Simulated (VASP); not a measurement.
Here is a VASP 6.6.1 calculation.

The input INCAR:

```
SYSTEM = LiMg12
  ALGO = Normal
  EDIFF = 1E-6
  ENCUT = 520
  GGA = PE
  ISIF = 2
  ISMEAR = -1
  LASPH = .True.
  LCHARG = .False.
  LREAL = .False.
  LWAVE = .False.
  NBANDS = 26
  NELM = 60
  PREC = Accurate
  SIGMA = 0.05
```

KPOINTS

```
k-points
0
Gamma
  4 3 4
  0 0 0
```

Contents of POSCAR:

```
LiMg12
1.0
    6.4200000000      0.0000000000      0.0000000000
   -4.8150000000      8.3398250000      0.0000000000
    0.0000000000      0.0000000000      5.2130400000
Mg Li
12 1
Direct
    0.1555181089      0.0682725357     -0.0241970136
    0.1791067057      0.2427779959      0.4891874990
   -0.0416860590      0.2888964697     -0.0024973912
    0.1204490378      0.5397505343      0.4830170112
    0.0233182013      0.6709544865     -0.0171989856
    0.1600751297      0.8863012114      0.4959361524
    0.5151736904     -0.0292749548      0.0375721268
    0.6335032502      0.2083079681      0.5145272240
    0.5716697202      0.3663124826      0.0143085417
    0.6631665233      0.5709156967      0.5014745715
    0.3927811146      0.5874726388     -0.0220216994
    0.6756118718      0.8954455279      0.5571664518
    0.7864929100      0.8171286568      1.0872730691
```

Potentials or basis: VASP PAW PBE potentials, release 64 (Mg, Li_sv).

Command:

```sh
$ cat potpaw_PBE.64/Mg/POTCAR potpaw_PBE.64/Li_sv/POTCAR > POTCAR
$ mpirun -np 1 vasp_std > vasp.out
```

(1) Predict the largest force.

(2) Estimate the band gap on the k mesh.

Answers

(1) 0.172 eV/Å.

(2) zero (an odd number of electrons rules out a gap without spin polarisation).
